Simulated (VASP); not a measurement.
Wanted: the native input for a VASP 6.6.1 run.

```
Task                   : single point
Functional             : PBE
Potentials or basis    : VASP PAW PBE potentials, release 64 (Mg, O)
Cutoff                 : 520 eV
k mesh                 : 17 × 17 × 17
Occupations            : fermi-dirac, width 0.0612256 eV
Spin                   : no spin polarisation
Dipole correction      : no
Further INCAR settings : ALGO = Normal; EDIFF = 1e-07; NBANDS = 12
```

The structure of Mg2O (antifluorite type) lies in POSCAR:

```
Mg2O
1.0
    0.0000000000      2.8383748569      2.8383748569
    2.8383748569      0.0000000000      2.8383748569
    2.8383748569      2.8383748569      0.0000000000
Mg O
2 1
Direct
    0.2500000000      0.2500000000      0.2500000000
    0.7500000000      0.7500000000      0.7500000000
    0.0000000000      0.0000000000      0.0000000000
```

The input as run:

INCAR

```
ALGO = Normal
EDIFF = 1E-7
ENCUT = 520
GGA = PE
ISIF = 2
ISMEAR = -1
LASPH = True
LCHARG = True
LELF = True
LREAL = False
LVHAR = True
LWAVE = False
NBANDS = 12
NELM = 60
PREC = Accurate
SIGMA = 0.06122561905347299
```

KPOINTS

```
k-points
0
Gamma
  17 17 17
```

Potentials or basis: VASP PAW PBE potentials, release 64 (Mg, O).

Launch:

```console
$ cat potpaw_PBE.64/Mg/POTCAR potpaw_PBE.64/O/POTCAR > POTCAR
$ mpirun -np 1 vasp_std > vasp.out
```

Results of the run:

| Item | Value |
| --- | --- |
| Pressure | -1.4 GPa |
| Band gap on the k mesh | 0.05 eV |

Caveat: an odd mesh through Γ misses points on the zone boundary, where band edges can lie.

Run time: 36 s on 1 thread of AMD EPYC 9R45 96-Core Processor (Zen 5) (shared host), peak memory 0.21 GiB.
